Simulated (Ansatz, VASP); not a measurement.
# Two plane-wave programs on CdTe

File POSCAR:

```
CdTe
1.0
    0.0000000000      2.8811982164      2.8811982164
    2.8811982164      0.0000000000      2.8811982164
    2.8811982164      2.8811982164      0.0000000000
Cd Te
1 1
Direct
    0.0000000000      0.0000000000      0.0000000000
    0.5000000000      0.5000000000      0.5000000000
```

The input INCAR.step1:

```
SYSTEM = CdTe
  ALGO = Normal
  EDIFF = 1E-4
  ENCUT = 520
  GGA = PE
  ISMEAR = -1
  LASPH = .True.
  LCHARG = .False.
  LREAL = .False.
  LWAVE = .True.
  NBANDS = 16
  NELM = 100
  PREC = Accurate
  SIGMA = 0.08
```

File INCAR.step2:

```
SYSTEM = CdTe
  ALGO = Normal
  EDIFF = 1E-6
  ENCUT = 520
  ISIF = 2
  ISMEAR = -1
  ISTART = 1
  LASPH = .True.
  LCHARG = .False.
  LMIXTAU = .True.
  LREAL = .False.
  LWAVE = .False.
  METAGGA = R2SCAN
  NBANDS = 16
  NELM = 100
  PREC = Accurate
  SIGMA = 0.08
```

The input KPOINTS:

```
k-points
0
Gamma
  13 13 13
  0 0 0
```

Input for Ansatz:

```yaml
crystal:
  lattice:
    - [0.0, 2.8811982164, 2.8811982164]
    - [2.8811982164, 0.0, 2.8811982164]
    - [2.8811982164, 2.8811982164, 0.0]
  atoms:
    - { symbol: Cd, position: [0.0, 0.0, 0.0] }
    - { symbol: Te, position: [0.5, 0.5, 0.5] }
kpoints:
  mp_grid: { grid: [13, 13, 13] }
scf:
  occupations: { method: fermi_dirac, width: 0.08 }
hamiltonian:
  xc: r2scan
  pseudopotentials: { kind: paw }
output:
  forces: true
  stress: true
  eigenvalues: true
  populations: true
```

Change from the starting cell: volume scaled by 0.85, PAW files.

Alike in both runs: task single point; functional r2SCAN; k mesh 13 × 13 × 13; occupations fermi-dirac, width 0.08 eV; no spin polarisation.

|  | VASP | Ansatz |
| --- | --- | --- |
| version | VASP 6.6.1 | Ansatz 0.2.0 |
| potentials or method | VASP PAW PBE potentials, release 64 (Cd, Te) | PAW with Ansatz's default frozen-core files, scalar-relativistic |
| plane-wave cutoff (eV) | 520 | 500 |
| valence electrons in the cell | 18 | 36 |

```csv
,VASP,Ansatz,Ansatz less VASP
pressure (GPa),13.2,12.7,-0.43
```

VASP's potentials were made for PBE, not for r2SCAN. VASP's potentials hold 18 valence electrons a cell and Ansatz's 36, so a difference there can come from the potentials and not from the codes.

Neither program's run includes spin-orbit coupling.
